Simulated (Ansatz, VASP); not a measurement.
# TiAl3 in VASP and in Ansatz

```xyz
4
Lattice="-1.9078 1.9078 4.2770 1.9078 -1.9078 4.2770 1.9078 1.9078 -4.2770" Properties=species:S:1:pos:R:3 pbc="T T T"
Ti    0.0000    0.0000    0.0000
Al    0.2652    0.2652    4.2770
Al    0.2652    2.1729    2.1385
Al    2.1729    0.2652    2.1385
```

Change from the starting cell: all Al atoms moved +0.375 Å, as atom 2 along Cartesian [1 1 0].

Alike in both runs: task single point; functional PBEsol; k mesh 18 × 18 × 18; occupations gaussian, width 0.15 eV; no spin polarisation.

|  | VASP | Ansatz |
| --- | --- | --- |
| version | VASP 6.6.1 | Ansatz 0.2.0 |
| potentials or method | VASP PAW PBE potentials, release 64 (Ti_sv, Al), cutoff 520 eV | scalar-relativistic, plane waves, PAW |
| valence electrons in the cell | 21 | 21 |

```csv
,VASP,Ansatz,Ansatz less VASP
gap on the k mesh at the Fermi level (eV),none,none,-
pressure (GPa),4.6,4.6,-0.04
"traceless stress, the component that is largest in VASP (GPa)",5.18,5.18,0.000
rms of the force components (eV/Å),1.571,1.568,-0.0035
```

VASP's potentials were made for PBE, not for PBEsol. Atom by atom the forces differ by 0.003 eV/Å (rms over components). A gap of «none» marks a metal or a gap that the smearing closes. The functional is the same, so the differences come from potentials, cutoffs and numerics.
